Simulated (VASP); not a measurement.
# Al3Cu (P4/mmm) in VASP: a series of runs, part 2 of 2

VASP 6.6.1.

### Step 3. Single point, LDA

This run uses another cell than the first one, of the same volume but with other edges.

The input, INCAR:

```
SYSTEM = Al3Cu
ALGO = Fast
EDIFF = 1E-6
ENCUT = 520
ISIF = 2
ISMEAR = 0
LASPH = .TRUE.
LCHARG = .FALSE.
LREAL = .FALSE.
LWAVE = .FALSE.
NBANDS = 18
NELM = 100
PREC = Accurate
SIGMA = 0.15
```

The input, KPOINTS:

```
k-points
0
G
  10 10 10
  0 0 0
```

The input, POSCAR:

```
Al3Cu
1.0
    3.7199590366      0.0000000000      0.0000000000
    0.0000000000      3.7199590366      0.0000000000
    0.0000000000      0.0000000000      4.1247214188
Al Cu
3 1
Direct
    0.0000000000      0.5000000000      0.5000000000
    0.5000000000      0.0000000000      0.5000000000
    0.5000000000      0.5000000000      0.0000000000
    0.0000000000      0.0000000000      0.0000000000
```

Potentials or basis: VASP PAW LDA potentials, release 64 (Al, Cu).

Command:

```sh
$ cat potpaw_LDA.64/Al/POTCAR potpaw_LDA.64/Cu/POTCAR > POTCAR
$ mpirun -np 1 vasp_std > vasp.out
```

Run time: 68 s. Hardware: 1 thread of Intel Xeon 6975P-C (Granite Rapids), shared host; peak memory 0.23 GiB.

It converged, with:

| Property | Result |
| --- | --- |
| Free energy | -17.2607 eV |
| Pressure | 1.4 GPa |
| Band gap on the k mesh | zero (band 10 reaches 10.42 eV, above the bottom of band 11 at 6.62 eV) |

Stress tensor (GPa, compression positive):
```
 4.93  0.00  0.00
 0.00  4.93  0.00
 0.00  0.00 -5.78
```

Levels at points of the mesh, in eV from the Fermi level:
```csv
k point,band 6,band 7,band 8,band 9,band 10,band 11,band 12,band 13,band 14,band 15
"(0.00, 0.00, 0.00)",-3.73,-3.43,-1.84,-1.84,-1.16,0.60,1.35,6.19,6.19,6.48
"(0.50, 0.00, 0.00)",-3.69,-3.47,-0.56,-0.20,0.01,0.96,1.07,1.52,2.60,4.00
"(0.50, 0.50, 0.00)",-4.05,-3.48,-3.34,-3.23,0.79,2.60,2.60,2.65,2.84,2.84
"(0.00, 0.00, 0.50)",-3.75,-3.65,0.50,0.50,0.64,0.64,1.05,2.65,3.05,4.02
"(0.50, 0.00, 0.50)",-3.86,-3.61,-3.41,-3.17,1.83,3.19,3.74,3.88,4.39,4.59
"(0.50, 0.50, 0.50)",-3.95,-3.95,-3.59,-3.48,-2.44,-1.97,-1.97,-1.72,11.06,11.53
```

Caveat: the cell differs from its parent crystal (strain +e along x and -e along y +0.0000, strain +e along z and -e/2 along x and y +0.0700).

### Step 4. Single point, LDA

The input, INCAR:

```
PREC = Accurate ; ENCUT = 520
EDIFF = 1E-6 ; ISMEAR = 0
SIGMA = 0.15 ; LREAL = False
LASPH = True ; NELM = 60
ALGO = Normal ; ISIF = 2
LWAVE = False ; LCHARG = False
NBANDS = 18
```

The input, KPOINTS:

```
regular mesh
0
Gamma
  10 10 10
```

The input, POSCAR:

```
Al3Cu
1.0
    3.7648683867      0.0000000000      0.0000000000
    0.0000000000      3.7648683867      0.0000000000
    0.0000000000      0.0000000000      4.0349027188
Al Cu
3 1
Direct
    0.0000000000      0.5000000000      0.5000000000
    0.5000000000      0.0000000000      0.5000000000
    0.5000000000      0.5000000000      0.0000000000
    0.0000000000      0.0000000000      0.0000000000
```

Potentials or basis: VASP PAW LDA potentials, release 64 (Al, Cu).

Command:

```sh
$ cat potpaw_LDA.64/Al/POTCAR potpaw_LDA.64/Cu/POTCAR > POTCAR
$ mpirun -np 1 vasp_std > vasp.out
```

OUTCAR:

```text
PREC = Accurate
   ENCUT = 520
   EDIFF = 1E-6
   ISMEAR = 0
   LREAL = False
   LASPH = True
   NELM = 60
   ISIF = 2

 ion  position               nearest neighbor table
   1  0.000  0.500  0.500-   2 2.66   2 2.66   2 2.66   2 2.66   4 2.76   3 2.76   4 2.76   4 2.76
                             4 2.76   3 2.76   3 2.76   3 2.76
   2  0.500  0.000  0.500-   1 2.66   1 2.66   1 2.66   1 2.66   4 2.76   3 2.76   3 2.76   3 2.76
                             4 2.76   4 2.76   4 2.76   3 2.76
   3  0.500  0.500  0.000-   4 2.66   4 2.66   4 2.66   4 2.66   2 2.76   2 2.76   2 2.76   2 2.76
[... 710 lines left out ...]
  -------------------------------------------------------------------------------------
  Total        1.2345114      1.2345114     -1.6825422      0.0000000      0.0000000     -0.0000000
  in kB       34.5838253     34.5838253    -47.1350407      0.0000000      0.0000000     -0.0000000
  external PRESSURE =       7.3442033 kB  Pullay stress =       0.0000000 kB

 VOLUME and BASIS-vectors are now :
 -----------------------------------------------------------------------------
  energy-cutoff  :      520.00
  volume of cell :       57.19
      direct lattice vectors                 reciprocal lattice vectors
     3.764868387  0.000000000  0.000000000     0.265613535  0.000000000  0.000000000
     0.000000000  3.764868387  0.000000000     0.000000000  0.265613535  0.000000000
     0.000000000  0.000000000  4.034902719     0.000000000  0.000000000  0.247837450

 POSITION                                       TOTAL-FORCE (eV/Angst)
 -----------------------------------------------------------------------------------
      0.00000      1.88243      2.01745         0.000000      0.000000      0.000000
      1.88243      0.00000      2.01745         0.000000      0.000000      0.000000
      1.88243      1.88243      0.00000         0.000000      0.000000      0.000000
      0.00000      0.00000      0.00000         0.000000      0.000000      0.000000
 -----------------------------------------------------------------------------------
    total drift:                               -0.000000     -0.000000     -0.000000

  FREE ENERGIE OF THE ION-ELECTRON SYSTEM (eV)
  ---------------------------------------------------
  free  energy   TOTEN  =       -17.3386474199 eV

  energy  without entropy=      -17.3194618153  energy(sigma->0) =      -17.32905462
```

It took 45 s on 1 thread of Intel Xeon 6975P-C (Granite Rapids), shared host; peak memory 0.23 GiB.

Results:

```
Free energy            : -17.3386 eV
Pressure               : 0.7 GPa
Band gap on the k mesh : zero (band 10 reaches 10.26 eV, above the bottom of band 11 at 6.63 eV)
```

Caveat: the cell differs from its parent crystal (strain +e along x and -e along y +0.0000, strain +e along z and -e/2 along x and y +0.0467).

### Step 5. The runs side by side

```tsv
cell	gap on the mesh (eV)	pressure (GPa)
a = 3.990, b = 3.990, c = 3.585 Å, 4 atoms	none	1.3
a = 3.720, b = 3.720, c = 4.125 Å, 4 atoms	none	1.4
a = 3.765, b = 3.765, c = 4.035 Å, 4 atoms	none	0.7
```

Alike in all rows: task single point; level LDA; potentials or basis VASP PAW LDA potentials, release 64 (Al, Cu); no spin polarisation; k mesh 10 × 10 × 10; cutoff (eV) 520; smearing gaussian 0.15 eV.

Absolute energies hang on the potentials; compare differences alone.
